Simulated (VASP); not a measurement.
A run of VASP 6.6.1 is set up as follows.

Contents of INCAR:

```
PREC = Accurate ; ENCUT = 520
EDIFF = 1E-6 ; ISMEAR = 0
SIGMA = 0.1 ; LREAL = False
LASPH = True ; NELM = 60
ALGO = Fast ; ISIF = 2
LWAVE = False ; LCHARG = True
GGA = PE ; LELF = True
LVHAR = True ; NBANDS = 58
```

The input KPOINTS:

```
regular mesh
0
Gamma
  6 6 2
```

The input POSCAR:

```
Cd
1.0
    4.9154747873     -0.0000000001      0.0000000000
   -2.4577373936      4.2569260375      0.0000000000
    0.0000000000      0.0000000000     11.4506125838
Cd
8
Direct
    0.0000000000      0.0000000000      0.1300217105
    0.0000000000      0.0000000000      0.6300217105
    0.0000000000      0.0000000000      0.3699782895
    0.0000000000      0.0000000000      0.8699782895
    0.3333333333      0.6666666667      0.0050560546
    0.6666666667      0.3333333333      0.5050560546
    0.3333333333      0.6666666667      0.4949439454
    0.6666666667      0.3333333333      0.9949439454
```

Potentials or basis: VASP PAW PBE potentials, release 64 (Cd).

Run with:

```sh
$ cat potpaw_PBE.64/Cd/POTCAR > POTCAR
$ mpirun -np 1 vasp_std > vasp.out
```

Problem. What does it give for the pressure?

Solution. 0.2 GPa.

Problem. Estimate the largest force.

Solution. 0.019 eV/Å.

Problem. Estimate the band gap on the k mesh.

Solution. Zero (bands 48 and 49 overlap by 2.68 eV).

Forces on the atoms (eV/Å):
```
Cd   0.000  0.000 -0.019
Cd   0.000  0.000 -0.019
Cd   0.000  0.000  0.019
Cd   0.000  0.000  0.019
Cd   0.000  0.000  0.001
Cd   0.000  0.000  0.001
Cd   0.000  0.000 -0.001
Cd   0.000  0.000 -0.001
```
